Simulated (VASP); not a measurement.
# Ga2C3 (P-3m1) in VASP: notebook, part 2 of 2

VASP 6.6.1. Earlier steps stand in the parts before.

## 4. Relaxation of cell and atoms, PBE

The input, INCAR:

```
PREC = Accurate
ENCUT = 600
EDIFF = 1E-6
ISMEAR = 0
SIGMA = 0.1
LREAL = F
LASPH = T
NELM = 100
ALGO = Normal
ISIF = 3
LWAVE = F
LCHARG = F
GGA = PE
IBRION = 2
NSW = 90
EDIFFG = -0.04
```

The input, KPOINTS:

```
regular mesh
0
Gamma
  6 6 4
```

The input, POSCAR:

```
Ga2C3
1.0
    3.4756830189      0.0000000000      0.0000000000
   -1.7378415094      3.0100297898      0.0000000000
    0.0000000000      0.0000000000      5.4075981994
Ga C
2 3
Direct
    0.3333333333      0.6666666667      0.2450000000
    0.6666666667      0.3333333333      0.7550000000
    0.0000000000      0.0000000000      0.0000000000
    0.3333333333      0.6666666667      0.6450000000
    0.6666666667      0.3333333333      0.3550000000
```

Potentials or basis: VASP PAW PBE potentials, release 64 (Ga_d, C).

The run is started by

```
$ cat potpaw_PBE.64/Ga_d/POTCAR potpaw_PBE.64/C/POTCAR > POTCAR
$ mpirun -np 1 vasp_std > vasp.out
```

OUTCAR:

```text
PREC = Accurate
   ENCUT = 600
   EDIFF = 1E-6
   ISMEAR = 0
   LREAL = F
   LASPH = T
   NELM = 100
   ISIF = 3
   GGA = PE
   IBRION = 2
   NSW = 90
   EDIFFG = -0.04

 ion  position               nearest neighbor table
   1  0.333  0.667  0.245-   5 2.09   5 2.09   5 2.09   4 2.16   3 2.40   3 2.40   3 2.40
   2  0.667  0.333  0.755-   4 2.09   4 2.09   4 2.09   5 2.16   3 2.40   3 2.40   3 2.40
   3  0.000  0.000  0.000-   1 2.40   2 2.40   1 2.40   2 2.40   2 2.40   1 2.40
   4  0.333  0.667  0.645-   2 2.09   2 2.09   2 2.09   1 2.16
   5  0.667  0.333  0.355-   1 2.09   1 2.09   1 2.09   2 2.16

  LATTYP: Found a hexagonal cell.
 ALAT       =     3.4756830189
 C/A-ratio  =     1.5558375634

  Lattice vectors:

 A1 = (   3.4756830189,   0.0000000000,   0.0000000000)
 A2 = (  -1.7378415094,   3.0100297898,   0.0000000000)
[... 294 lines left out ...]

  energy  without entropy=      -23.5402287500  energy(sigma->0) =      -23.54541083

[... ionic steps 4 to 24 ...]

--------------------------------------- Ionic step       25  -------------------------------------------

 number of electron      38.0000001 magnetization

------------------------ aborting loop because EDIFF is reached ----------------------------------------
[... 73 lines left out ...]
--------------------------------------- Ionic step       27  -------------------------------------------

 number of electron      37.9999996 magnetization

 Free energy of the ion-electron system (eV)
  ---------------------------------------------------
  ext. energy  EPLUGINS =         0.00000000
  ---------------------------------------------------
  free energy    TOTEN  =       -23.93457502 eV

  energy without entropy =      -23.93036262  energy(sigma->0) =      -23.93246882

 E-fermi :   5.8218     XC(G=0): -11.6218

 val. band max:        5.8094644315   @ k =   0.0000   0.3333   0.2500
 cond. band min:       6.0380229651   @ k =   0.5000  -0.0000   0.0000
 fundamental gap:      0.2285585336
 Fermi energy:         5.8217882586

 k-point     1 :       0.0000    0.0000    0.0000
  band No.  band energies     occupation
      1      -9.0875      2.00000
      2      -9.0754      2.00000
      3      -8.6606      2.00000
      4      -8.6606      2.00000
      5      -8.6540      2.00000
      6      -8.6540      2.00000
[... 645 lines left out ...]
  FREE ENERGIE OF THE ION-ELECTRON SYSTEM (eV)
  ---------------------------------------------------
  free  energy   TOTEN  =       -23.9345750170 eV

  energy  without entropy=      -23.9303626198  energy(sigma->0) =      -23.93246882

 reached required accuracy - stopping structural energy minimisation
```

It took 6.6 min on 1 thread of AMD EPYC 9R45 (Zen 5), shared host; peak memory 0.18 GiB.

What came out:

* Free energy: -23.9346 eV
* Relaxed volume: 11.44 Å³/atom
* Relaxed cell: a = 3.464 Å, b = 3.464 Å, c = 5.505 Å, α = 90.00°, β = 90.00°, γ = 120.00°
* Space group after relaxing (to 0.05 Å): P-3m1 (No. 164)
* Energy gained by relaxing: 110.4 meV/atom
* Ionic steps: 27
* Pressure after relaxing: 0.0 GPa
* Largest force after relaxing: 0.031 eV/Å
* Band gap on the k mesh: zero (band 19 reaches 5.81 eV, above the bottom of band 20 at 5.75 eV)

Forces on the atoms (eV/Å):
```
Ga   0.000  0.000 -0.019
Ga   0.000  0.000  0.019
C    0.000  0.000  0.000
C    0.000  0.000  0.031
C    0.000  0.000 -0.031
```

Step by step:
| step | energy change (eV) | largest force (eV/Å) | pressure (GPa) | volume (Å³) |
| --- | --- | --- | --- | --- |
| 1 | 0.0000 | 0.9324 | -1.30 | 56.57 |
| 2 | -0.1524 | 0.3495 | 0.62 | 55.80 |
| 3 | -0.1682 | 0.1747 | 2.07 | 55.41 |
| 4 | -0.1790 | 0.2497 | -0.66 | 56.61 |
| 5 | -0.1791 | 0.2566 | -0.84 | 56.72 |
| 6 | -0.1925 | 0.3070 | -0.98 | 57.02 |
| 7 | -0.2480 | 0.4497 | -1.42 | 57.90 |
| 8 | -0.3796 | 0.4551 | -2.82 | 59.69 |
| 9 | -0.3769 | 0.2081 | -8.95 | 63.37 |
| 10 | -0.4459 | 0.2545 | -5.05 | 61.25 |
| 11 | -0.4476 | 0.2251 | -5.65 | 61.57 |
| 12 | -0.4528 | 0.2146 | -5.56 | 61.55 |
| 13 | -0.4655 | 0.1842 | -5.39 | 61.48 |
| 14 | -0.4782 | 0.1215 | -5.24 | 61.35 |
| 15 | -0.4902 | 0.1321 | -4.48 | 60.99 |
| 16 | -0.5143 | 0.1627 | -2.05 | 59.89 |
| 17 | -0.5038 | 0.2210 | 3.39 | 57.73 |
| 18 | -0.5199 | 0.1839 | -0.23 | 59.10 |
| 19 | -0.5199 | 0.1854 | 0.01 | 59.05 |
| 20 | -0.5210 | 0.1815 | -0.06 | 59.01 |
| 21 | -0.5243 | 0.1713 | -0.07 | 58.90 |
| 22 | -0.5303 | 0.1480 | -0.03 | 58.67 |
| 23 | -0.5403 | 0.0957 | 0.06 | 58.20 |
| 24 | -0.5493 | 0.0900 | 0.58 | 57.27 |
| 25 | -0.5480 | 0.0643 | -1.59 | 57.80 |
| 26 | -0.5507 | 0.0671 | -0.34 | 57.49 |
| 27 | -0.5522 | 0.0306 | 0.01 | 57.21 |

Final structure:
```cif
data_structure
_symmetry_space_group_name_H-M 'P 1'
_symmetry_Int_Tables_number 1
_cell_length_a 3.4641
_cell_length_b 3.4641
_cell_length_c 5.5055
_cell_angle_alpha 90.000
_cell_angle_beta 90.000
_cell_angle_gamma 120.000
_cell_volume 57.21
loop_
_atom_site_label
_atom_site_type_symbol
_atom_site_fract_x
_atom_site_fract_y
_atom_site_fract_z
_atom_site_occupancy
Ga1 Ga 0.33333 0.66667 0.28507 1
Ga2 Ga 0.66667 0.33333 0.71493 1
C1 C 0.00000 0.00000 0.00000 1
C2 C 0.33333 0.66667 0.72597 1
C3 C 0.66667 0.33333 0.27403 1
```

Levels at points of the mesh, in eV from the Fermi level:
```csv
k point,band 17,band 18,band 19,band 20,band 21,band 22
"(0.00, 0.00, 0.00)",-1.20,-0.97,-0.97,0.57,0.57,1.96
"(0.50, 0.00, 0.00)",-4.02,-1.61,-0.18,0.22,1.11,2.75
"(0.00, 0.00, 0.50)",-0.43,-0.43,-0.07,-0.07,0.53,0.67
"(0.50, 0.00, 0.50)",-2.77,-2.25,-1.00,-0.03,1.82,2.09
```

## 5. Single point, PBE

This run uses another cell than the first one, of 11.40 Å³/atom, 1.008 times its volume.

The input, INCAR:

```
ALGO = Normal
EDIFF = 1E-7
ENCUT = 520
GGA = PE
ISIF = 2
ISMEAR = 0
LASPH = True
LCHARG = True
LELF = True
LREAL = False
LVHAR = True
LWAVE = False
NBANDS = 27
NELM = 80
PREC = Accurate
SIGMA = 0.1
```

The input, KPOINTS:

```
k-points
0
Gamma
  12 12 8
```

The input, POSCAR:

```
Ga2C3
1.0
    3.4651235135      0.0000000000      0.0000000000
   -1.7325617567      3.0008849899      0.0000000000
    0.0000000000      0.0000000000      5.4838285644
Ga C
2 3
Direct
    0.3333333333      0.6666666667      0.2862568510
    0.6666666667      0.3333333333      0.7137431490
    0.0000000000      0.0000000000      0.0000000000
    0.3333333333      0.6666666667      0.7278534301
    0.6666666667      0.3333333333      0.2721465699
```

Potentials or basis: VASP PAW PBE potentials, release 64 (Ga_d, C).

The run is started by

```
$ cat potpaw_PBE.64/Ga_d/POTCAR potpaw_PBE.64/C/POTCAR > POTCAR
$ mpirun -np 1 vasp_std > vasp.out
```

OUTCAR:

```text
EDIFF = 1E-7
   ENCUT = 520
   GGA = PE
   ISIF = 2
   ISMEAR = 0
   LASPH = True
   LREAL = False
   NELM = 80
   PREC = Accurate

 ion  position               nearest neighbor table
   1  0.333  0.667  0.286-   5 2.00   5 2.00   5 2.00   4 2.42
   2  0.667  0.333  0.714-   4 2.00   4 2.00   4 2.00   5 2.42
   3  0.000  0.000  0.000-
   4  0.333  0.667  0.728-   2 2.00   2 2.00   2 2.00   1 2.42
   5  0.667  0.333  0.272-   1 2.00   1 2.00   1 2.00   2 2.42

  LATTYP: Found a hexagonal cell.
 ALAT       =     3.4651235135
 C/A-ratio  =     1.5825780937

  Lattice vectors:

 A1 = (   3.4651235135,   0.0000000000,   0.0000000000)
 A2 = (  -1.7325617567,   3.0008849899,   0.0000000000)
 A3 = (   0.0000000000,   0.0000000000,   5.4838285644)

Analysis of symmetry for initial positions (statically):
=====================================================================
 Subroutine PRICEL returns:
 Original cell was already a primitive cell.

 Routine SETGRP: Setting up the symmetry group for a
 hexagonal supercell.

 Subroutine GETGRP returns: Found 12 space group operations
 (whereof 12 operations were pure point group operations)
 out of a pool of 24 trial point group operations.

The static configuration has the point symmetry D_3d.

Analysis of symmetry for dynamics (positions and initial velocities):
=====================================================================
 Subroutine PRICEL returns:
 Original cell was already a primitive cell.

 Routine SETGRP: Setting up the symmetry group for a
 hexagonal supercell.

 Subroutine GETGRP returns: Found 12 space group operations
 (whereof 12 operations were pure point group operations)
 out of a pool of 24 trial point group operations.

The dynamic configuration has the point symmetry D_3d.

 Subroutine INISYM returns: Found 12 space group operations
 (whereof 12 operations are pure point group operations),
 and found     1 'primitive' translations

----------------------------------------------------------------------------------------

                                     Primitive cell

  volume of cell :      57.0232

  direct lattice vectors                    reciprocal lattice vectors
     3.465123514  0.000000000  0.000000000     0.288590002  0.166617515  0.000000000
    -1.732561757  3.000884990  0.000000000     0.000000000  0.333235030  0.000000000
     0.000000000  0.000000000  5.483828564     0.000000000  0.000000000  0.182354351

  length of vectors
     3.465123514  3.465123513  5.483828564     0.333235030  0.333235030  0.182354351

  position of ions in fractional coordinates (direct lattice)
     0.333333333  0.666666667  0.286256851
     0.666666667  0.333333333  0.713743149
     0.000000000  0.000000000  0.000000000
     0.333333333  0.666666667  0.727853430
     0.666666667  0.333333333  0.272146570

  ion indices of the primitive-cell ions
   primitive index   ion index
                 1           1
                 2           2
                 3           3
                 4           4
                 5           5

----------------------------------------------------------------------------------------

 KPOINTS: k-points

Automatic generation of k-mesh.
 Grid dimensions read from file:
 generate k-points for:   12   12    8

 Generating k-lattice:

  Cartesian coordinates                     Fractional coordinates (reciprocal lattice)
     0.024049167  0.013884793  0.000000000     0.083333333  0.000000000  0.000000000
     0.000000000  0.027769586  0.000000000     0.000000000  0.083333333  0.000000000
     0.000000000  0.000000000  0.022794294     0.000000000  0.000000000  0.125000000

  Length of vectors
     0.027769586  0.027769586  0.022794294

  Shift w.r.t. Gamma in fractional coordinates (k-lattice)
     0.000000000  0.000000000  0.000000000

 Subroutine IBZKPT returns following result:
 ===========================================

 Found    131 irreducible k-points:

 Following reciprocal coordinates:
            Coordinates               Weight
  0.000000  0.000000  0.000000      1.000000
  0.083333  0.000000  0.000000      6.000000
  0.166667  0.000000  0.000000      6.000000
  0.250000  0.000000  0.000000      6.000000
  0.333333  0.000000  0.000000      6.000000
  0.416667  0.000000  0.000000      6.000000
[... 16 lines left out ...]
  0.166667  0.000000  0.125000      6.000000
  0.000000  0.166667  0.125000      6.000000
 [... further k-points ...]
   k-points           NKPTS =    131   k-points in BZ     NKDIM =    131   number of bands    NBANDS=     27
   number of dos      NEDOS =    301   number of ions     NIONS =      5
   total plane-waves  NPLWV =  32928
   dimension x,y,z NGX =    28 NGY =   28 NGZ =   42
   dimension x,y,z NGXF=    56 NGYF=   56 NGZF=   84
   ions per type =               2   3
   NGX,Y,Z   is equivalent  to a cutoff of  13.43, 13.43, 12.73 a.u.
   NGXF,Y,Z  is equivalent  to a cutoff of  26.87, 26.87, 25.47 a.u.
 SYSTEM =  unknown system
   PREC   = accura    normal or accurate (medium, high low for compatibility)
   ISTART =      0    job   : 0-new  1-cont  2-samecut
   ICHARG =      2    charge: 1-file 2-atom 10-const
   ISPIN  =      1    spin polarized calculation?
   LNONCOLLINEAR =      F non collinear calculations
   LSORBIT =      F    spin-orbit coupling
   LASPH  =      T    aspherical Exc in radial PAW
   ENCUT  =  520.0 eV  38.22 Ry    6.18 a.u.   6.44  6.44 10.20*2*pi/ulx,y,z
   NELM   =     80;   NELMIN=  2; NELMDL= -5     # of ELM steps
   EDIFF  = 0.1E-06   stopping-criterion for ELM
   LREAL  =      F    real-space projection
   EDIFFG = 0.1E-05   stopping-criterion for IOM
   NSW    =      0    number of steps for IOM
   IBRION =     -1    ionic relax: 0-MD 1-quasi-New 2-CG
   NFREE  =      0    steps in history (QN), initial steepest desc. (CG)
   ISIF   =      2    stress and relaxation
   ISYM   =      2    0-nonsym 1-usesym 2-fastsym
   POTIM  = 0.5000    time-step for ionic-motion
   TEBEG  =    0.0;   TEEND  =   0.0 temperature during run
   PSTRESS=    0.0 pullay stress
   NELECT =      38.0000    total number of electrons
   NUPDOWN=      -1.0000    fix difference up-down
   EMIN   =  10.00;   EMAX   =-10.00  energy-range for DOS
   EFERMI =   0.00;   METHOD = LEGACY
   ISMEAR =     0;   SIGMA  =   0.10  broadening in eV -4-tet -1-fermi 0-gaus
   EFERMI_NEDOS =   21; number of points for ismear=-14 and -15
   IALGO  =     38    algorithm
   IMIX   =      4    mixing-type and parameters
     AMIX     =   0.40;   BMIX     =  1.00
     AMIX_MAG =   1.60;   BMIX_MAG =  1.00
  volume/ion in A,a.u.               =      11.40        76.96
  Fermi-wavevector in a.u.,A,eV,Ry     =   1.429943  2.702200 27.820334  2.044737
  Thomas-Fermi vector in A             =   2.549842
   LORBIT       =      0    0 simple, 1 ext, 2 COOP (PROOUT), +10 PAW based schemes
   GGA     = PE    functional components
   LHFCALC =     F    Hartree Fock is set to
   AEXX    =    0.0000 exact exchange contribution
   IVDW    =     0    specifies the selected vdW correction
   LEPSILON=     F    determine dielectric tensor
   LRPA    =     F    only Hartree local field effects (RPA)
 non-spin polarized calculation
 Gauss-broadening in eV      SIGMA  =   0.10
  energy-cutoff  :      520.00
  volume of cell :       57.02
 maximum number of plane-waves:      1568
 NGX is ok and might be reduce to    28
   NGX = 13   NGY = 13   NGZ = 21

 number of electron      37.9999982 magnetization

 Free energy of the ion-electron system (eV)
  ---------------------------------------------------
  ext. energy  EPLUGINS =         0.00000000
  ---------------------------------------------------
  free energy    TOTEN  =       -23.91667066 eV

  energy without entropy =      -23.91465904  energy(sigma->0) =      -23.91566485

 E-fermi :   5.9928     XC(G=0): -11.6414

 val. band max:        5.9597902147   @ k =   0.0000   0.0000   0.3750
 cond. band min:       5.9980314987   @ k =   0.0000   0.4167   0.3750
 fundamental gap:      0.0382412840
 Fermi energy:         5.9928273010

 k-point     1 :       0.0000    0.0000    0.0000
  band No.  band energies     occupation
      1      -9.0592      2.00000
      2      -9.0434      2.00000
      3      -8.6302      2.00000
      4      -8.6302      2.00000
      5      -8.6221      2.00000
      6      -8.6221      2.00000
[... 19 lines left out ...]
     26      13.8452      0.00000
     27      14.2006      0.00000
[... 667 lines left out ...]
      5      -8.5908      2.00000
      6      -8.5901      2.00000
[... 19 lines left out ...]
     26      13.7665      0.00000
     27      14.6945      0.00000

 [... further k-points ...]
[... 5 lines left out ...]
  --------------------------------------------------------------------------------------
  -------------------------------------------------------------------------------------
  Total        0.0318557      0.0318557      0.0572917      0.0000000      0.0000000      0.0000000
  in kB        0.8950479      0.8950479      1.6097187      0.0000000      0.0000000      0.0000000
  external PRESSURE =       1.1332715 kB  Pullay stress =       0.0000000 kB

 VOLUME and BASIS-vectors are now :
 -----------------------------------------------------------------------------
  energy-cutoff  :      520.00
  volume of cell :       57.02
      direct lattice vectors                 reciprocal lattice vectors
     3.465123514  0.000000000  0.000000000     0.288590002  0.166617515  0.000000000
    -1.732561757  3.000884990  0.000000000     0.000000000  0.333235030  0.000000000
     0.000000000  0.000000000  5.483828564     0.000000000  0.000000000  0.182354351

 POSITION                                       TOTAL-FORCE (eV/Angst)
 -----------------------------------------------------------------------------------
     -0.00000      2.00059      1.56978         0.000000     -0.000000     -0.000973
      1.73256      1.00029      3.91405        -0.000000      0.000000      0.000973
      0.00000      0.00000      0.00000         0.000000      0.000000     -0.000000
     -0.00000      2.00059      3.99142        -0.000000     -0.000000      0.001448
      1.73256      1.00029      1.49241         0.000000      0.000000     -0.001448
 -----------------------------------------------------------------------------------
    total drift:                                0.000000     -0.000000     -0.000000

  FREE ENERGIE OF THE ION-ELECTRON SYSTEM (eV)
  ---------------------------------------------------
  free  energy   TOTEN  =       -23.9166706578 eV

  energy  without entropy=      -23.9146590430  energy(sigma->0) =      -23.91566485
```

OSZICAR:

```text
N       E                     dE             d eps       ncg     rms          rms(c)
DAV:   1     0.268377152147E+03    0.26838E+03   -0.18504E+04  7524   0.240E+03
DAV:   2     0.701693265289E+01   -0.26136E+03   -0.25181E+03  7752   0.484E+02
DAV:   3    -0.250872800289E+02   -0.32104E+02   -0.31422E+02  8613   0.130E+02
DAV:   4    -0.263894776509E+02   -0.13022E+01   -0.12932E+01  8761   0.260E+01
DAV:   5    -0.264218834970E+02   -0.32406E-01   -0.32345E-01  9051   0.378E+00    0.884E+00
DAV:   6    -0.250696636054E+02    0.13522E+01   -0.28647E+01 11089   0.345E+01    0.752E+00
DAV:   7    -0.239354932807E+02    0.11342E+01   -0.86814E+00  8619   0.114E+01    0.222E+00
DAV:   8    -0.239213558741E+02    0.14137E-01   -0.56558E-01  7760   0.425E+00    0.117E+00
DAV:   9    -0.239171122567E+02    0.42436E-02   -0.64485E-02  9517   0.177E+00    0.367E-01
DAV:  10    -0.239164526596E+02    0.65960E-03   -0.94697E-03  8390   0.611E-01    0.934E-02
DAV:  11    -0.239166163457E+02   -0.16369E-03   -0.86749E-04  9691   0.347E-01    0.343E-02
DAV:  12    -0.239166679836E+02   -0.51638E-04   -0.14745E-04  7642   0.131E-01    0.980E-03
DAV:  13    -0.239166703574E+02   -0.23738E-05   -0.11330E-05  9179   0.277E-02    0.671E-03
DAV:  14    -0.239166706456E+02   -0.28816E-06   -0.29119E-06  7637   0.113E-02    0.102E-03
DAV:  15    -0.239166706578E+02   -0.12237E-07   -0.15892E-07  6560   0.470E-03
   1 F= -.23916671E+02 E0= -.23915665E+02  d E =-.201161E-02
```

It took 2.1 min on 1 thread of AMD EPYC 9R45 (Zen 5), shared host; peak memory 0.26 GiB.

Results:

```
Free energy            : -23.9167 eV
Pressure               : 0.1 GPa
Band gap on the k mesh : zero (band 19 reaches 6.07 eV, above the bottom of band 20 at 5.79 eV)
```

## 6. Summary

| task | cell | k mesh | cutoff (eV) | gap on the mesh (eV) | pressure (GPa) | largest force (eV/Å) |
| --- | --- | --- | --- | --- | --- | --- |
| single point | a = 3.476, b = 3.476, c = 5.408 Å, angles 90.0, 90.0, 120.0°, 5 atoms | 6 × 6 × 4 | 520 | none | -1.2 | 0.93 |
| single point | a = 3.462, b = 3.462, c = 5.511 Å, angles 90.0, 90.0, 120.0°, 5 atoms | 6 × 6 × 4 | 520 | none | 0.1 | 0.03 |
| relaxation of cell and atoms | relaxed from a = 3.476, b = 3.476, c = 5.408 Å, angles 90.0, 90.0, 120.0°, 5 atoms | 6 × 6 × 4 | 600 | none | 0.0 | 0.03 |
| single point | a = 3.465, b = 3.465, c = 5.484 Å, angles 90.0, 90.0, 120.0°, 5 atoms | 12 × 12 × 8 | 520 | none | 0.1 | - |

Alike in all rows: level PBE; potentials or basis VASP PAW PBE potentials, release 64 (Ga_d, C); no spin polarisation; smearing gaussian 0.1 eV.

Absolute energies hang on the potentials; compare differences alone.
